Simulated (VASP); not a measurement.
Input of a VASP 6.6.1 run:

The input POSCAR:

```
C
1.0
    0.0000000000     -1.7801161419     -1.7801161419
   -1.7801161419      0.0000000000     -1.7801161419
    1.7801161419      1.7801161419     -3.5602322838
C
4
Direct
    0.7365290495      0.7747905615      0.7402700055
    0.2634709505      0.2252094385      0.2597299945
    0.3550420767      0.3933035887      0.8847299808
    0.8949579233      0.8566964113      0.3652700192
```

INCAR.step1

```
ALGO = Normal
EDIFF = 1E-4
ENCUT = 520
GGA = PE
ISMEAR = 0
LASPH = T
LCHARG = F
LREAL = F
LWAVE = T
NBANDS = 16
NELM = 100
PREC = Accurate
SIGMA = 0.05
```

The input INCAR.step2:

```
ALGO = Normal
EDIFF = 1E-6
ENCUT = 520
ISIF = 2
ISMEAR = 0
ISTART = 1
LASPH = T
LCHARG = T
LELF = T
LMIXTAU = T
LREAL = F
LVHAR = T
LWAVE = F
METAGGA = R2SCAN
NBANDS = 16
NELM = 100
PREC = Accurate
SIGMA = 0.05
```

The input KPOINTS:

```
k-points
0
Gamma
  12 12 10
```

Potentials or basis: VASP PAW PBE potentials, release 64 (C).

Run with:

```bash
$ cat potpaw_PBE.64/C/POTCAR > POTCAR
$ cp INCAR.step1 INCAR
$ mpirun -np 1 vasp_std > vasp.out
$ cp INCAR.step2 INCAR
$ mpirun -np 1 vasp_std > vasp.out
```

Question: What does it give for the largest force?

Answer: 2.987 eV/Å.

Question: Estimate the pressure.

Answer: 1.9 GPa.

Question: Estimate the band gap on the k mesh.

Answer: 4.15 eV.

Stress tensor (GPa, compression positive):
```
 1.42 -0.70  0.91
-0.70  1.85  1.07
 0.91  1.07  2.44
```

Caveat: the cell differs from its parent crystal (atoms displaced along several vibrational modes); the PAW data sets were made with another functional, which shifts forces and pressure a little. A k mesh can miss the band edges.
